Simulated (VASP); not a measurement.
Runs of VASP 6.6.1 on CdS3. The structure is that of space group P6/mmm (No. 191), or close to it. The cells are those of the table. 

```tsv
task	cell	k mesh	gap on the mesh (eV)	pressure (GPa)	relaxed volume (Å³/atom)
relaxation of cell and atoms	relaxed from a = 3.850, b = 3.850, c = 8.565 Å, angles 90.0, 90.0, 120.0°, 4 atoms	6 × 6 × 2	none	0.0	(a)
relaxation of cell and atoms	relaxed from a = 4.777, b = 4.777, c = 4.958 Å, angles 90.0, 90.0, 120.0°, 4 atoms	6 × 6 × 4	none	-0.1	(b)
single point	a = 3.850, b = 3.850, c = 8.565 Å, angles 90.0, 90.0, 120.0°, 4 atoms	6 × 6 × 2	none	37.4	-
single point	a = 4.797, b = 4.797, c = 4.977 Å, angles 90.0, 90.0, 120.0°, 4 atoms	12 × 12 × 10	none	0.2	-
relaxation of cell and atoms	relaxed from a = 4.801, b = 4.801, c = 4.974 Å, angles 90.0, 90.0, 120.0°, 4 atoms	12 × 12 × 10	none	0.0	24.94
```

Alike in all rows: level PBE; potentials or basis VASP PAW PBE potentials, release 64 (Cd, S); no spin polarisation; cutoff (eV) 500; smearing gaussian 0.1 eV.

Task: Estimate the missing entries.

Result: (a) 24.61; (b) 24.95.

Caveats: some runs use coarse meshes.

A k mesh can miss the band edges, and the runs leave out spin-orbit coupling on Cd.

A gap of «none» marks levels without a gap at the run's occupations.
